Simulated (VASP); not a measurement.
# MgCd2O3 (P6/mmm) in VASP: single point with PBE

Aim: the single point of MgCd2O3 with PBE.

Program: VASP 6.6.1. These are calculated values, not measurements. Logs are shortened: lines on timing, memory, paths and dates and some standing lists are left out, and cuts for length are marked.

## 1. The cell of the first run

The structure is hexagonal, space group P6/mmm (No. 191). Conventional cell: a = 5.830 Å, b = 5.830 Å, c = 3.093 Å, α = 90.00°, β = 90.00°, γ = 120.00°. Mg (site symmetry 6/mmm) has 2 Mg at 3.09 Å and 12 O at 3.30 Å and 6 Cd at 3.37 Å within 4.1 Å. Cd (site symmetry -6m2) has 6 O at 2.29 Å and 2 Cd at 3.09 Å within 3.1 Å. Within 3.1 Å of O (site symmetry mmm) lie 4 Cd at 2.29 Å and 6 O at 2.92 to 3.09 Å.

The cell was generated, and may not be a known phase.

## 2. Single point, PBE

Contents of INCAR:

```
SYSTEM = MgCd2O3
ALGO = Normal
EDIFF = 1E-6
ENCUT = 840
GGA = PE
GGA_COMPAT = .FALSE.
ISIF = 2
ISMEAR = 0
LASPH = .TRUE.
LCHARG = .FALSE.
LREAL = .FALSE.
LWAVE = .FALSE.
NBANDS = 43
NELM = 120
PREC = Accurate
SIGMA = 0.1
```

Contents of KPOINTS:

```
k-points
0
G
  3 3 6
  0 0 0
```

Contents of POSCAR:

```
MgCd2O3
1.0
    5.8303057185      0.0000000000      0.0000000000
   -2.9151528593      5.0491928641      0.0000000000
    0.0000000000      0.0000000000      3.0934932474
Mg Cd O
1 2 3
Direct
    0.0000000000      0.0000000000      0.0000000000
    0.6666666667      0.3333333333      0.0000000000
    0.3333333333      0.6666666667      0.0000000000
    0.5000000000      0.0000000000      0.5000000000
    0.5000000000      0.5000000000      0.5000000000
    0.0000000000      0.5000000000      0.5000000000
```

Potentials or basis: VASP PAW PBE potentials, release 64 (Mg_sv, Cd_sv_GW, O).

Launch:

```
cat potpaw_PBE.64/Mg_sv/POTCAR potpaw_PBE.64/Cd_sv_GW/POTCAR potpaw_PBE.64/O/POTCAR > POTCAR
mpirun -np 1 vasp_std > vasp.out
```

OUTCAR:

```text
SYSTEM = MgCd2O3
   EDIFF = 1E-6
   ENCUT = 840
   GGA = PE
   ISIF = 2
   ISMEAR = 0
   LASPH = .TRUE.
   LREAL = .FALSE.
   NELM = 120
   PREC = Accurate

 ion  position               nearest neighbor table
   1  0.000  0.000  0.000-
   2  0.667  0.333  0.000-   6 2.29   6 2.29   4 2.29   4 2.29   5 2.29   5 2.29
   3  0.333  0.667  0.000-   6 2.29   6 2.29   4 2.29   4 2.29   5 2.29   5 2.29
   4  0.500  0.000  0.500-   2 2.29   3 2.29   2 2.29   3 2.29
   5  0.500  0.500  0.500-   2 2.29   3 2.29   2 2.29   3 2.29
   6  0.000  0.500  0.500-   2 2.29   3 2.29   2 2.29   3 2.29

  LATTYP: Found a hexagonal cell.
 ALAT       =     5.8303057185
 C/A-ratio  =     0.5305885140

  Lattice vectors:

 A1 = (   5.8303057185,   0.0000000000,   0.0000000000)
 A2 = (  -2.9151528593,   5.0491928641,   0.0000000000)
 A3 = (   0.0000000000,   0.0000000000,   3.0934932474)

Analysis of symmetry for initial positions (statically):
=====================================================================
 Subroutine PRICEL returns:
 Original cell was already a primitive cell.

 Routine SETGRP: Setting up the symmetry group for a
 hexagonal supercell.

 Subroutine GETGRP returns: Found 24 space group operations
 (whereof 24 operations were pure point group operations)
 out of a pool of 24 trial point group operations.

The static configuration has the point symmetry D_6h.

Analysis of symmetry for dynamics (positions and initial velocities):
=====================================================================
 Subroutine PRICEL returns:
 Original cell was already a primitive cell.

 Routine SETGRP: Setting up the symmetry group for a
 hexagonal supercell.

 Subroutine GETGRP returns: Found 24 space group operations
 (whereof 24 operations were pure point group operations)
 out of a pool of 24 trial point group operations.

The dynamic configuration has the point symmetry D_6h.

 Subroutine INISYM returns: Found 24 space group operations
 (whereof 24 operations are pure point group operations),
 and found     1 'primitive' translations

----------------------------------------------------------------------------------------

                                     Primitive cell

  volume of cell :      91.0673

  direct lattice vectors                    reciprocal lattice vectors
     5.830305719  0.000000000  0.000000000     0.171517592  0.099025728  0.000000000
    -2.915152859  5.049192864  0.000000000     0.000000000  0.198051456  0.000000000
     0.000000000  0.000000000  3.093493247     0.000000000  0.000000000  0.323259151

  length of vectors
     5.830305719  5.830305719  3.093493247     0.198051456  0.198051456  0.323259151

  position of ions in fractional coordinates (direct lattice)
     0.000000000  0.000000000  0.000000000
     0.666666667  0.333333333  0.000000000
     0.333333333  0.666666667  0.000000000
     0.500000000  0.000000000  0.500000000
     0.500000000  0.500000000  0.500000000
     0.000000000  0.500000000  0.500000000

  ion indices of the primitive-cell ions
   primitive index   ion index
                 1           1
                 2           2
                 3           3
                 4           4
                 5           5
                 6           6

----------------------------------------------------------------------------------------

 KPOINTS: k-points

Automatic generation of k-mesh.
 Grid dimensions read from file:
 generate k-points for:    3    3    6

 Generating k-lattice:

  Cartesian coordinates                     Fractional coordinates (reciprocal lattice)
     0.057172531  0.033008576  0.000000000     0.333333333  0.000000000  0.000000000
     0.000000000  0.066017152  0.000000000     0.000000000  0.333333333  0.000000000
     0.000000000  0.000000000  0.053876525     0.000000000  0.000000000  0.166666667

  Length of vectors
     0.066017152  0.066017152  0.053876525

  Shift w.r.t. Gamma in fractional coordinates (k-lattice)
     0.000000000  0.000000000  0.000000000

 Subroutine IBZKPT returns following result:
 ===========================================

 Found     12 irreducible k-points:

 Following reciprocal coordinates:
            Coordinates               Weight
  0.000000  0.000000  0.000000      1.000000
  0.333333  0.000000  0.000000      6.000000
  0.333333  0.333333  0.000000      2.000000
  0.000000  0.000000  0.166667      2.000000
  0.333333  0.000000  0.166667     12.000000
  0.333333  0.333333  0.166667      4.000000
  0.000000  0.000000  0.333333      2.000000
  0.333333  0.000000  0.333333     12.000000
  0.333333  0.333333  0.333333      4.000000
  0.000000  0.000000  0.500000      1.000000
  0.333333  0.000000  0.500000      6.000000
  0.333333  0.333333  0.500000      2.000000
   k-points           NKPTS =     12   k-points in BZ     NKDIM =     12   number of bands    NBANDS=     43
   number of dos      NEDOS =    301   number of ions     NIONS =      6
   total plane-waves  NPLWV =  94080
   dimension x,y,z NGX =    56 NGY =   56 NGZ =   30
   dimension x,y,z NGXF=   112 NGYF=  112 NGZF=   60
   ions per type =               1   2   3
   NGX,Y,Z   is equivalent  to a cutoff of  15.97, 15.97, 16.12 a.u.
   NGXF,Y,Z  is equivalent  to a cutoff of  31.94, 31.94, 32.24 a.u.
 SYSTEM =  MgCd2O3
   PREC   = accura    normal or accurate (medium, high low for compatibility)
   ISTART =      0    job   : 0-new  1-cont  2-samecut
   ICHARG =      2    charge: 1-file 2-atom 10-const
   ISPIN  =      1    spin polarized calculation?
   LNONCOLLINEAR =      F non collinear calculations
   LSORBIT =      F    spin-orbit coupling
   LASPH  =      T    aspherical Exc in radial PAW
   ENCUT  =  840.0 eV  61.74 Ry    7.86 a.u.  13.78 13.78  7.31*2*pi/ulx,y,z
   NELM   =    120;   NELMIN=  2; NELMDL= -5     # of ELM steps
   EDIFF  = 0.1E-05   stopping-criterion for ELM
   LREAL  =      F    real-space projection
   EDIFFG = 0.1E-04   stopping-criterion for IOM
   NSW    =      0    number of steps for IOM
   IBRION =     -1    ionic relax: 0-MD 1-quasi-New 2-CG
   NFREE  =      0    steps in history (QN), initial steepest desc. (CG)
   ISIF   =      2    stress and relaxation
   ISYM   =      2    0-nonsym 1-usesym 2-fastsym
   POTIM  = 0.5000    time-step for ionic-motion
   TEBEG  =    0.0;   TEEND  =   0.0 temperature during run
   PSTRESS=    0.0 pullay stress
   NELECT =      68.0000    total number of electrons
   NUPDOWN=      -1.0000    fix difference up-down
   EMIN   =  10.00;   EMAX   =-10.00  energy-range for DOS
   EFERMI =   0.00;   METHOD = LEGACY
   ISMEAR =     0;   SIGMA  =   0.10  broadening in eV -4-tet -1-fermi 0-gaus
   EFERMI_NEDOS =   21; number of points for ismear=-14 and -15
   IALGO  =     38    algorithm
   IMIX   =      4    mixing-type and parameters
     AMIX     =   0.40;   BMIX     =  1.00
     AMIX_MAG =   1.60;   BMIX_MAG =  1.00
  volume/ion in A,a.u.               =      15.18       102.43
  Fermi-wavevector in a.u.,A,eV,Ry     =   1.485218  2.806656 30.012733  2.205874
  Thomas-Fermi vector in A             =   2.598658
   LORBIT       =      0    0 simple, 1 ext, 2 COOP (PROOUT), +10 PAW based schemes
   GGA     = PE    functional components
   LHFCALC =     F    Hartree Fock is set to
   AEXX    =    0.0000 exact exchange contribution
   IVDW    =     0    specifies the selected vdW correction
   LEPSILON=     F    determine dielectric tensor
   LRPA    =     F    only Hartree local field effects (RPA)
 non-spin polarized calculation
 Gauss-broadening in eV      SIGMA  =   0.10
  energy-cutoff  :      840.00
  volume of cell :       91.07
 maximum number of plane-waves:      5052
 NGX is ok and might be reduce to    56
   NGX = 27   NGY = 27   NGZ = 15

 number of electron      68.0000026 magnetization

 Free energy of the ion-electron system (eV)
  ---------------------------------------------------
  ext. energy  EPLUGINS =         0.00000000
  ---------------------------------------------------
  free energy    TOTEN  =       -21.14193027 eV

  energy without entropy =      -21.12401530  energy(sigma->0) =      -21.13297278

 E-fermi :   3.2333     XC(G=0): -10.3982

 val. band max:        3.1550850691   @ k =   0.0000   0.0000   0.0000
 cond. band min:       3.3172402872   @ k =   0.3333   0.0000   0.1667
 fundamental gap:      0.1621552180
 Fermi energy:         3.2332723707

 k-point     1 :       0.0000    0.0000    0.0000
  band No.  band energies     occupation
      1     -97.3435      2.00000
      2     -97.3431      2.00000
      3     -74.1756      2.00000
      4     -58.4561      2.00000
      5     -58.4561      2.00000
      6     -58.4509      2.00000
[... 35 lines left out ...]
     42      14.6258      0.00000
     43      15.2345      0.00000

 k-point     2 :       0.3333    0.0000    0.0000
  band No.  band energies     occupation
      1     -97.3434      2.00000
      2     -97.3432      2.00000
      3     -74.1756      2.00000
      4     -58.4563      2.00000
      5     -58.4551      2.00000
      6     -58.4518      2.00000
[... 35 lines left out ...]
     42      12.8730      0.00000
     43      14.4610      0.00000

 k-point     3 :       0.3333    0.3333    0.0000
  band No.  band energies     occupation
      1     -97.3433      2.00000
      2     -97.3433      2.00000
      3     -74.1756      2.00000
      4     -58.4565      2.00000
      5     -58.4534      2.00000
      6     -58.4534      2.00000
[... 35 lines left out ...]
     42      13.0304      0.00000
     43      14.3810      0.00000

 k-point     4 :       0.0000    0.0000    0.1667
  band No.  band energies     occupation
      1     -97.3432      2.00000
      2     -97.3428      2.00000
      3     -74.1753      2.00000
      4     -58.4556      2.00000
      5     -58.4556      2.00000
      6     -58.4504      2.00000
[... 35 lines left out ...]
     42      11.5484      0.00000
     43      15.2795      0.00000

 k-point     5 :       0.3333    0.0000    0.1667
  band No.  band energies     occupation
      1     -97.3431      2.00000
      2     -97.3429      2.00000
      3     -74.1753      2.00000
      4     -58.4558      2.00000
      5     -58.4546      2.00000
      6     -58.4514      2.00000
[... 35 lines left out ...]
     42      12.7350      0.00000
     43      14.3003      0.00000

 k-point     6 :       0.3333    0.3333    0.1667
  band No.  band energies     occupation
      1     -97.3430      2.00000
      2     -97.3430      2.00000
      3     -74.1752      2.00000
      4     -58.4559      2.00000
      5     -58.4530      2.00000
      6     -58.4530      2.00000
[... 35 lines left out ...]
     42      13.0824      0.00000
     43      13.5688      0.00000

 k-point     7 :       0.0000    0.0000    0.3333
  band No.  band energies     occupation
      1     -97.3426      2.00000
      2     -97.3423      2.00000
      3     -74.1745      2.00000
      4     -58.4546      2.00000
      5     -58.4546      2.00000
      6     -58.4494      2.00000
[... 35 lines left out ...]
     42      11.5107      0.00000
     43      13.1219      0.00000

 k-point     8 :       0.3333    0.0000    0.3333
  band No.  band energies     occupation
      1     -97.3426      2.00000
      2     -97.3424      2.00000
      3     -74.1746      2.00000
      4     -58.4548      2.00000
      5     -58.4536      2.00000
      6     -58.4504      2.00000
[... 35 lines left out ...]
     42      12.1554      0.00000
     43      12.9144      0.00000

 k-point     9 :       0.3333    0.3333    0.3333
  band No.  band energies     occupation
      1     -97.3425      2.00000
      2     -97.3425      2.00000
      3     -74.1746      2.00000
      4     -58.4550      2.00000
      5     -58.4520      2.00000
      6     -58.4520      2.00000
[... 35 lines left out ...]
     42      12.2989      0.00000
     43      14.2565      0.00000

 k-point    10 :       0.0000    0.0000    0.5000
  band No.  band energies     occupation
      1     -97.3424      2.00000
      2     -97.3420      2.00000
      3     -74.1742      2.00000
      4     -58.4541      2.00000
      5     -58.4541      2.00000
      6     -58.4489      2.00000
[... 35 lines left out ...]
     42      12.4468      0.00000
     43      12.5144      0.00000

 k-point    11 :       0.3333    0.0000    0.5000
  band No.  band energies     occupation
      1     -97.3423      2.00000
      2     -97.3421      2.00000
      3     -74.1742      2.00000
      4     -58.4542      2.00000
      5     -58.4531      2.00000
      6     -58.4499      2.00000
[... 35 lines left out ...]
     42      11.9540      0.00000
     43      12.1323      0.00000

 k-point    12 :       0.3333    0.3333    0.5000
  band No.  band energies     occupation
      1     -97.3422      2.00000
      2     -97.3422      2.00000
      3     -74.1742      2.00000
      4     -58.4544      2.00000
      5     -58.4515      2.00000
      6     -58.4515      2.00000
[... 35 lines left out ...]
     42      10.9944      0.00000
     43      14.4892      0.00000

------------------------ aborting loop because EDIFF is reached ----------------------------------------

  FORCE on cell =-STRESS in cart. coord.  units (eV):
  Direction    XX          YY          ZZ          XY          YZ          ZX
  --------------------------------------------------------------------------------------
  -------------------------------------------------------------------------------------
  Total       -0.1393621     -0.1393621      0.0051169      0.0000000     -0.0000000      0.0000000
  in kB       -2.4518437     -2.4518437      0.0900238      0.0000000     -0.0000000      0.0000000
  external PRESSURE =      -1.6045545 kB  Pullay stress =       0.0000000 kB

 VOLUME and BASIS-vectors are now :
 -----------------------------------------------------------------------------
  energy-cutoff  :      840.00
  volume of cell :       91.07
      direct lattice vectors                 reciprocal lattice vectors
     5.830305719  0.000000000  0.000000000     0.171517592  0.099025728  0.000000000
    -2.915152859  5.049192864  0.000000000     0.000000000  0.198051456  0.000000000
     0.000000000  0.000000000  3.093493247     0.000000000  0.000000000  0.323259151

 POSITION                                       TOTAL-FORCE (eV/Angst)
 -----------------------------------------------------------------------------------
      0.00000      0.00000      0.00000         0.000000     -0.000000      0.000000
      2.91515      1.68306      0.00000        -0.000000      0.000000     -0.000000
     -0.00000      3.36613      0.00000         0.000000      0.000000      0.000000
      2.91515      0.00000      1.54675         0.000000     -0.000000      0.000000
      1.45758      2.52460      1.54675         0.000000     -0.000000      0.000000
     -1.45758      2.52460      1.54675         0.000000     -0.000000      0.000000
 -----------------------------------------------------------------------------------
    total drift:                                0.000000     -0.000000     -0.000000

  FREE ENERGIE OF THE ION-ELECTRON SYSTEM (eV)
  ---------------------------------------------------
  free  energy   TOTEN  =       -21.1419302666 eV

  energy  without entropy=      -21.1240152997  energy(sigma->0) =      -21.13297278
```

Run time: 1.8 min. Hardware: 1 thread of Intel Xeon Platinum 8259CL at 2.50GHz (Skylake/Cascade Lake), shared host; peak memory 0.35 GiB.

What came out:

| Quantity | Value |
| --- | --- |
| Free energy | -21.1419 eV |
| Pressure | -0.2 GPa |
| Band gap on the k mesh | zero (bands 34 and 35 overlap by 0.71 eV) |

Caveat: the k points lie up to 0.41 Å⁻¹ apart, too coarse for converged energies and pressures of a metal; semilocal functionals underestimate gaps, and a narrow one can read as zero.

The gap in the log of VASP goes by the Fermi energy; the results here count the filled bands.